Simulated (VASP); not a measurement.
# ZrB3Se2 (R-3m) in VASP: a series of runs

Runs on ZrB3Se2. Level: PBE. Tasks: single point, relaxation of cell and atoms.

All numbers are computed with VASP 6.6.1; they aren't measurements. Logs are shortened: lines on timing, memory, paths and dates and some standing lists are left out, and cuts for length are marked.

## Step 1: The cell of the first run

Symmetry: R-3m, No. 166, trigonal system. Conventional cell: a = 6.511 Å, b = 6.511 Å, c = 8.660 Å, α = 90.00°, β = 90.00°, γ = 120.00°. Within 3.5 Å of Zr (site symmetry -3m) lie 2 Se at 2.68 Å and 12 B at 3.26 to 3.44 Å. Within 2.5 Å of B (site symmetry 2/m) lie 2 Se at 1.89 Å. Se (site symmetry 3m) has 3 B at 1.89 Å within 2.5 Å.

## Step 2: Single point, PBE

Input file INCAR:

```
ALGO = Normal
EDIFF = 1E-6
ENCUT = 520
GGA = PE
ISIF = 2
ISMEAR = 0
LASPH = True
LCHARG = True
LELF = True
LREAL = False
LVHAR = True
LWAVE = False
NBANDS = 26
NELM = 80
PREC = Accurate
SIGMA = 0.1
```

Input file KPOINTS:

```
k-points
0
Gamma
  4 4 4
```

Input file POSCAR:

```
ZrB3Se2
1.0
    3.2556263146      1.8796367274      2.8868155782
   -3.2556263146      1.8796367274      2.8868155782
    0.0000000000     -3.7592734599      2.8868155750
Zr B Se
1 3 2
Direct
    0.0000000000      0.0000000000      0.0000000000
    0.5000000000      0.5000000000      0.0000000000
    0.5000000000      0.0000000000      0.5000000000
    0.0000000000      0.5000000000      0.5000000000
    0.6908700806      0.6908700806      0.6908700806
    0.3091299194      0.3091299194      0.3091299194
```

Potentials or basis: VASP PAW PBE potentials, release 64 (Zr_sv, B, Se).

Started as:

```console
$ cat potpaw_PBE.64/Zr_sv/POTCAR potpaw_PBE.64/B/POTCAR potpaw_PBE.64/Se/POTCAR > POTCAR
$ mpirun -np 1 vasp_std > vasp.out
```

OUTCAR:

```text
EDIFF = 1E-6
   ENCUT = 520
   GGA = PE
   ISIF = 2
   ISMEAR = 0
   LASPH = True
   LREAL = False
   NELM = 80
   PREC = Accurate

 ion  position               nearest neighbor table
   1  0.000  0.000  0.000-   5 2.68   6 2.68
   2  0.500  0.500  0.000-   5 1.89   6 1.89
   3  0.500  0.000  0.500-   5 1.89   6 1.89
   4  0.000  0.500  0.500-   5 1.89   6 1.89
   5  0.691  0.691  0.691-   2 1.89   3 1.89   4 1.89   1 2.68
   6  0.309  0.309  0.309-   2 1.89   3 1.89   4 1.89   1 2.68

  LATTYP: Found a trigonal (rhomboedric) cell.
 ALAT       =     4.7398144594
 COS(alpha) =     0.0564250278

  Lattice vectors:

 A1 = (   3.2556263146,   1.8796367274,   2.8868155782)
 A2 = (  -3.2556263146,   1.8796367274,   2.8868155782)
 A3 = (   0.0000000000,  -3.7592734599,   2.8868155750)

Analysis of symmetry for initial positions (statically):
=====================================================================
 Subroutine PRICEL returns:
 Original cell was already a primitive cell.

 Routine SETGRP: Setting up the symmetry group for a
 trigonal (rhombohedral) supercell.

 Subroutine GETGRP returns: Found 12 space group operations
 (whereof 12 operations were pure point group operations)
 out of a pool of 12 trial point group operations.

The static configuration has the point symmetry D_3d.

Analysis of symmetry for dynamics (positions and initial velocities):
=====================================================================
 Subroutine PRICEL returns:
 Original cell was already a primitive cell.

 Routine SETGRP: Setting up the symmetry group for a
 trigonal (rhombohedral) supercell.

 Subroutine GETGRP returns: Found 12 space group operations
 (whereof 12 operations were pure point group operations)
 out of a pool of 12 trial point group operations.

The dynamic configuration has the point symmetry D_3d.

 Subroutine INISYM returns: Found 12 space group operations
 (whereof 12 operations are pure point group operations),
 and found     1 'primitive' translations

----------------------------------------------------------------------------------------

[... 84 lines left out ...]
   LSORBIT =      F    spin-orbit coupling
   LASPH  =      T    aspherical Exc in radial PAW
   ENCUT  =  520.0 eV  38.22 Ry    6.18 a.u.   8.81  8.81  8.81*2*pi/ulx,y,z
   NELM   =     80;   NELMIN=  2; NELMDL= -5     # of ELM steps
   EDIFF  = 0.1E-05   stopping-criterion for ELM
   LREAL  =      F    real-space projection
   EDIFFG = 0.1E-04   stopping-criterion for IOM
   NSW    =      0    number of steps for IOM
   IBRION =     -1    ionic relax: 0-MD 1-quasi-New 2-CG
   NFREE  =      0    steps in history (QN), initial steepest desc. (CG)
   ISIF   =      2    stress and relaxation
   ISYM   =      2    0-nonsym 1-usesym 2-fastsym
   POTIM  = 0.5000    time-step for ionic-motion
   TEBEG  =    0.0;   TEEND  =   0.0 temperature during run
   PSTRESS=    0.0 pullay stress
   NELECT =      33.0000    total number of electrons
   NUPDOWN=      -1.0000    fix difference up-down
   EMIN   =  10.00;   EMAX   =-10.00  energy-range for DOS
   EFERMI =   0.00;   METHOD = LEGACY
   ISMEAR =     0;   SIGMA  =   0.10  broadening in eV -4-tet -1-fermi 0-gaus
   EFERMI_NEDOS =   21; number of points for ismear=-14 and -15
   IALGO  =     38    algorithm
   IMIX   =      4    mixing-type and parameters
     AMIX     =   0.40;   BMIX     =  1.00
     AMIX_MAG =   1.60;   BMIX_MAG =  1.00
  volume/ion in A,a.u.               =      17.67       119.21
  Fermi-wavevector in a.u.,A,eV,Ry     =   1.109566  2.096776 16.750638  1.231137
  Thomas-Fermi vector in A             =   2.246107
   LORBIT       =      0    0 simple, 1 ext, 2 COOP (PROOUT), +10 PAW based schemes
   GGA     = PE    functional components
   LHFCALC =     F    Hartree Fock is set to
   AEXX    =    0.0000 exact exchange contribution
   IVDW    =     0    specifies the selected vdW correction
   LEPSILON=     F    determine dielectric tensor
   LRPA    =     F    only Hartree local field effects (RPA)
 non-spin polarized calculation
 Gauss-broadening in eV      SIGMA  =   0.10
  energy-cutoff  :      520.00
  volume of cell :      105.99
 maximum number of plane-waves:      2908
   NGX = 17   NGY = 17   NGZ = 17

 number of electron      33.0000000 magnetization

 Free energy of the ion-electron system (eV)
  ---------------------------------------------------
  ext. energy  EPLUGINS =         0.00000000
  ---------------------------------------------------
  free energy    TOTEN  =       -26.60696030 eV

  energy without entropy =      -26.58821711  energy(sigma->0) =      -26.59758871

 E-fermi :   5.4248     XC(G=0):  -9.9563

 val. band max:        5.3416317055   @ k =   0.0000   0.0000   0.0000
 cond. band min:       5.4522538083   @ k =   0.2500   0.0000   0.0000
 fundamental gap:      0.1106221028
 Fermi energy:         5.4248057028

 k-point     1 :       0.0000    0.0000    0.0000
  band No.  band energies     occupation
      1     -44.7317      2.00000
      2     -22.8345      2.00000
      3     -22.6502      2.00000
      4     -22.6502      2.00000
      5     -11.5025      2.00000
      6     -10.3850      2.00000
[... 366 lines left out ...]
     25       9.1851      0.00000
     26       9.1851      0.00000

------------------------ aborting loop because EDIFF is reached ----------------------------------------

  FORCE on cell =-STRESS in cart. coord.  units (eV):
  Direction    XX          YY          ZZ          XY          YZ          ZX
  --------------------------------------------------------------------------------------
  -------------------------------------------------------------------------------------
  Total        0.1303696      0.1303696      0.0316482      0.0000000      0.0000000      0.0000000
  in kB        1.9706446      1.9706446      0.4783880      0.0000000      0.0000000      0.0000000
  external PRESSURE =       1.4732257 kB  Pullay stress =       0.0000000 kB

 VOLUME and BASIS-vectors are now :
 -----------------------------------------------------------------------------
  energy-cutoff  :      520.00
  volume of cell :      105.99
      direct lattice vectors                 reciprocal lattice vectors
     3.255626315  1.879636727  2.886815578     0.153580280  0.088669616  0.115467485
    -3.255626315  1.879636727  2.886815578    -0.153580280  0.088669616  0.115467485
     0.000000000 -3.759273460  2.886815575     0.000000000 -0.177339232  0.115467485

 POSITION                                       TOTAL-FORCE (eV/Angst)
 -----------------------------------------------------------------------------------
      0.00000      0.00000      0.00000         0.000000      0.000000      0.000000
      0.00000      1.87964      2.88682         0.000000      0.000000      0.000000
      1.62781     -0.93982      2.88682        -0.000000      0.000000      0.000000
     -1.62781     -0.93982      2.88682        -0.000000      0.000000      0.000000
      0.00000     -0.00000      5.98324        -0.000000      0.000000     -0.004792
      0.00000     -0.00000      2.67720        -0.000000     -0.000000      0.004792
 -----------------------------------------------------------------------------------
    total drift:                                0.000000     -0.000000      0.000000

  FREE ENERGIE OF THE ION-ELECTRON SYSTEM (eV)
  ---------------------------------------------------
  free  energy   TOTEN  =       -26.6069602978 eV

  energy  without entropy=      -26.5882171133  energy(sigma->0) =      -26.59758871
```

OSZICAR:

```text
N       E                     dE             d eps       ncg     rms          rms(c)
DAV:   1     0.182307076983E+03    0.18231E+03   -0.14690E+04   676   0.112E+03
DAV:   2    -0.181291251977E+02   -0.20044E+03   -0.19159E+03   806   0.250E+02
DAV:   3    -0.301116368144E+02   -0.11983E+02   -0.11687E+02  1088   0.543E+01
DAV:   4    -0.304578662286E+02   -0.34623E+00   -0.34410E+00   932   0.785E+00
DAV:   5    -0.304631861976E+02   -0.53200E-02   -0.53178E-02   998   0.935E-01    0.152E+01
DAV:   6    -0.272491100052E+02    0.32141E+01   -0.17508E+01   796   0.153E+01    0.705E+00
DAV:   7    -0.267342223976E+02    0.51489E+00   -0.49687E+00   816   0.883E+00    0.544E+00
DAV:   8    -0.266216708291E+02    0.11255E+00   -0.63346E-01   806   0.323E+00    0.156E+00
DAV:   9    -0.266065131132E+02    0.15158E-01   -0.81588E-02   892   0.125E+00    0.246E-01
DAV:  10    -0.266068668200E+02   -0.35371E-03   -0.37489E-03   848   0.342E-01    0.114E-01
DAV:  11    -0.266069474402E+02   -0.80620E-04   -0.45796E-04   858   0.120E-01    0.563E-02
DAV:  12    -0.266069574773E+02   -0.10037E-04   -0.98179E-05   852   0.433E-02    0.138E-02
DAV:  13    -0.266069607542E+02   -0.32769E-05   -0.17277E-05   846   0.216E-02    0.645E-03
DAV:  14    -0.266069602978E+02    0.45643E-06   -0.17075E-06   544   0.617E-03
   1 F= -.26606960E+02 E0= -.26597589E+02  d E =-.187432E-01
```

stdout:

```text
POSCAR found type information on POSCAR ZrB Se
 POSCAR found :  3 types and       6 ions
 scaLAPACK will be used
 LDA part: xc-table for (Slater+PW92), standard interpolation
 POSCAR, INCAR and KPOINTS ok, starting setup
 FFT: planning ... GRIDC
 FFT: planning ... GRID_SOFT
 FFT: planning ... GRID
 WAVECAR not read
 entering main loop
```

Run time: 25 s. Hardware: 1 thread of Intel Xeon Platinum 8488C (Sapphire Rapids), shared host; peak memory 0.21 GiB.

What came out:

```yaml
Free_energy: -26.6070 eV
Pressure: 0.1 GPa
Largest_force: 0.005 eV/Å
```

Forces in eV/Å, atoms in the order of the input:
```
Zr   0.000  0.000  0.000
B    0.000  0.000  0.000
B    0.000  0.000  0.000
B    0.000  0.000  0.000
Se   0.000  0.000 -0.005
Se   0.000  0.000  0.005
```

## Step 3: Single point, PBE

This run uses another cell than the first one, of 20.64 Å³/atom, 1.168 times its volume.

Input file INCAR:

```
PREC = Accurate ; ENCUT = 520
EDIFF = 1E-6 ; ISMEAR = 0
SIGMA = 0.1 ; LREAL = False
LASPH = True ; NELM = 100
ALGO = Normal ; ISIF = 2
LWAVE = False ; LCHARG = False
GGA = PE ; NBANDS = 26
```

Input file KPOINTS:

```
regular mesh
0
Gamma
  4 4 4
```

Input file POSCAR:

```
ZrB3Se2
1.0
    3.5244074900      2.0348176100      2.8776666700
   -3.5244074900      2.0348176100      2.8776666700
    0.0000000000     -4.0696352300      2.8776666700
Zr B Se
1 3 2
Direct
    0.0000000000      0.0000000000      0.0000000000
    0.5000000000      0.5000000000      0.0000000000
    0.5000000000      0.0000000000      0.5000000000
    0.0000000000      0.5000000000      0.5000000000
    0.7500000000      0.7500000000      0.7500000000
    0.2500000000      0.2500000000      0.2500000000
```

Potentials or basis: VASP PAW PBE potentials, release 64 (Zr_sv, B, Se).

Started as:

```console
$ cat potpaw_PBE.64/Zr_sv/POTCAR potpaw_PBE.64/B/POTCAR potpaw_PBE.64/Se/POTCAR > POTCAR
$ mpirun -np 1 vasp_std > vasp.out
```

OUTCAR:

```text
PREC = Accurate
   ENCUT = 520
   EDIFF = 1E-6
   ISMEAR = 0
   LREAL = False
   LASPH = True
   NELM = 100
   ISIF = 2
   GGA = PE

 ion  position               nearest neighbor table
   1  0.000  0.000  0.000-   5 2.16   6 2.16
   2  0.500  0.500  0.000-   5 2.16   6 2.16
   3  0.500  0.000  0.500-   5 2.16   6 2.16
   4  0.000  0.500  0.500-   5 2.16   6 2.16
   5  0.750  0.750  0.750-   2 2.16   3 2.16   4 2.16   1 2.16
   6  0.250  0.250  0.250-   2 2.16   3 2.16   4 2.16   1 2.16

  LATTYP: Found a simple cubic cell.
 ALAT       =     4.9842648731

  Lattice vectors:

 A1 = (   3.5244074900,   2.0348176100,   2.8776666700)
 A2 = (  -3.5244074900,   2.0348176100,   2.8776666700)
 A3 = (   0.0000000000,  -4.0696352300,   2.8776666700)

Analysis of symmetry for initial positions (statically):
=====================================================================
 Subroutine PRICEL returns:
 Original cell was already a primitive cell.

 Routine SETGRP: Setting up the symmetry group for a
[... 165 lines left out ...]
 E-fermi :   3.6612     XC(G=0):  -9.2448

 val. band max:        3.6453962802   @ k =   0.5000   0.0000   0.0000
 cond. band min:       3.6618077526   @ k =   0.5000   0.5000   0.0000
 fundamental gap:      0.0164114724
 Fermi energy:         3.6611900315

 k-point     1 :       0.0000    0.0000    0.0000
  band No.  band energies     occupation
      1     -45.5111      2.00000
      2     -24.3093      2.00000
      3     -23.5812      2.00000
      4     -23.5812      2.00000
      5     -11.6615      2.00000
      6     -10.3016      2.00000
[... 366 lines left out ...]
     25       7.4109      0.00000
     26       7.4109      0.00000

------------------------ aborting loop because EDIFF is reached ----------------------------------------

  FORCE on cell =-STRESS in cart. coord.  units (eV):
  Direction    XX          YY          ZZ          XY          YZ          ZX
  --------------------------------------------------------------------------------------
  -------------------------------------------------------------------------------------
  Total       -6.7787725     -6.7787725     35.2574774      0.0000000     -0.0000000      0.0000000
  in kB      -87.7118562    -87.7118562    456.2033576      0.0000000     -0.0000005      0.0000000
  external PRESSURE =      93.5932150 kB  Pullay stress =       0.0000000 kB

 VOLUME and BASIS-vectors are now :
 -----------------------------------------------------------------------------
  energy-cutoff  :      520.00
  volume of cell :      123.82
      direct lattice vectors                 reciprocal lattice vectors
     3.524407490  2.034817610  2.877666670     0.141867818  0.081907423  0.115834588
    -3.524407490  2.034817610  2.877666670    -0.141867818  0.081907423  0.115834588
     0.000000000 -4.069635230  2.877666670     0.000000000 -0.163814846  0.115834588

 POSITION                                       TOTAL-FORCE (eV/Angst)
 -----------------------------------------------------------------------------------
      0.00000      0.00000      0.00000         0.000000      0.000000      0.000000
      0.00000      2.03482      2.87767        -0.000000      0.000000      0.000000
      1.76220     -1.01741      2.87767         0.000000      0.000000     -0.000000
     -1.76220     -1.01741      2.87767         0.000000      0.000000      0.000000
      0.00000     -0.00000      6.47475         0.000000      0.000000     -9.338529
      0.00000     -0.00000      2.15825         0.000000     -0.000000      9.338529
 -----------------------------------------------------------------------------------
    total drift:                                0.000000      0.000000     -0.000000

  FREE ENERGIE OF THE ION-ELECTRON SYSTEM (eV)
  ---------------------------------------------------
  free  energy   TOTEN  =       -21.6636988035 eV

  energy  without entropy=      -21.6402084748  energy(sigma->0) =      -21.65195364
```

OSZICAR:

```text
N       E                     dE             d eps       ncg     rms          rms(c)
DAV:   1     0.191101741648E+03    0.19110E+03   -0.14167E+04   676   0.110E+03
DAV:   2    -0.917048715128E+01   -0.20027E+03   -0.18983E+03   906   0.239E+02
DAV:   3    -0.223023518509E+02   -0.13132E+02   -0.12834E+02  1054   0.546E+01
DAV:   4    -0.228243232535E+02   -0.52197E+00   -0.51925E+00   946   0.887E+00
DAV:   5    -0.228303371707E+02   -0.60139E-02   -0.60125E-02   934   0.101E+00    0.214E+01
DAV:   6    -0.219790864625E+02    0.85125E+00   -0.37104E+00   738   0.891E+00    0.999E+00
DAV:   7    -0.218025904003E+02    0.17650E+00   -0.16443E+00   742   0.697E+00    0.682E+00
DAV:   8    -0.216612520859E+02    0.14134E+00   -0.44930E-01   784   0.349E+00    0.780E-01
DAV:   9    -0.216642297642E+02   -0.29777E-02   -0.41167E-02   920   0.894E-01    0.352E-01
DAV:  10    -0.216636250317E+02    0.60473E-03   -0.45047E-03   828   0.376E-01    0.106E-01
DAV:  11    -0.216636925922E+02   -0.67560E-04   -0.37811E-04   816   0.109E-01    0.503E-02
DAV:  12    -0.216636963784E+02   -0.37863E-05   -0.71049E-05   832   0.541E-02    0.988E-03
DAV:  13    -0.216636988258E+02   -0.24473E-05   -0.91682E-06   948   0.161E-02    0.567E-03
DAV:  14    -0.216636988035E+02    0.22234E-07   -0.45459E-07   386   0.399E-03
   1 F= -.21663699E+02 E0= -.21651954E+02  d E =-.234903E-01
```

It took 32 s on 1 thread of Intel Xeon Platinum 8488C (Sapphire Rapids), shared host; peak memory 0.25 GiB.

What came out:

| Item | Value |
| --- | --- |
| Free energy | -21.6637 eV |
| Pressure | 9.4 GPa |
| Largest force | 9.339 eV/Å |

Forces on the atoms (eV/Å):
```
Zr   0.000  0.000  0.000
B    0.000  0.000  0.000
B    0.000  0.000  0.000
B    0.000  0.000  0.000
Se   0.000  0.000 -9.339
Se   0.000  0.000  9.339
```

Caveat: forces of over 1 eV/Å act on the atoms, so gaps and moduli don't describe the material at rest.

## Step 4: Single point, PBE

This run uses another cell than the first one, of 17.62 Å³/atom, 0.997 times its volume.

Input file INCAR:

```
PREC = Accurate
ENCUT = 520
EDIFF = 1E-6
ISMEAR = 0
SIGMA = 0.1
LREAL = F
LASPH = T
NELM = 80
ALGO = Normal
ISIF = 2
LWAVE = F
LCHARG = F
GGA = PE
NBANDS = 26
```

Input file KPOINTS:

```
Automatic mesh
0
Gamma
  6 6 6
```

Input file POSCAR:

```
ZrB3Se2
1.0
    3.2572124682      1.8805524953      2.8766321163
   -3.2572124682      1.8805524953      2.8766321163
    0.0000000000     -3.7611049906      2.8766321163
Zr B Se
1 3 2
Direct
    0.0000000000      0.0000000000      0.0000000000
    0.5000000000      0.5000000000      0.0000000000
    0.5000000000      0.0000000000      0.5000000000
    0.0000000000      0.5000000000      0.5000000000
    0.6881592279      0.6881592279      0.6881592279
    0.3118407721      0.3118407721      0.3118407721
```

Started as:

```console
$ cat potpaw_PBE.64/Zr_sv/POTCAR potpaw_PBE.64/B/POTCAR potpaw_PBE.64/Se/POTCAR > POTCAR
$ mpirun -np 1 vasp_std > vasp.out
```

Run time: 48 s. Hardware: 1 thread of Intel Xeon Platinum 8488C (Sapphire Rapids), shared host; peak memory 0.25 GiB.

The run converged. Its results:

* Free energy: -26.5377 eV
* Pressure: 0.1 GPa

Stress tensor (GPa, compression positive):
```
0.19 0.00 0.00
0.00 0.19 0.00
0.00 0.00 0.05
```

Levels at points of the mesh, in eV from the Fermi level:
| k point | band 15 | band 16 | band 17 | band 18 | band 19 | band 20 |
| --- | --- | --- | --- | --- | --- | --- |
| (0.00, 0.00, 0.00) | -1.98 | 0.01 | 0.01 | 0.61 | 0.61 | 0.78 |
| (0.50, 0.00, 0.00) | -1.21 | -1.04 | -0.07 | 0.30 | 0.76 | 1.53 |
| (0.50, 0.50, 0.00) | -0.52 | -0.49 | -0.23 | 0.48 | 0.77 | 1.75 |
| (0.50, 0.50, 0.50) | -0.24 | 0.93 | 0.93 | 1.13 | 1.13 | 1.49 |

(Part 1 of 2 ends here.)
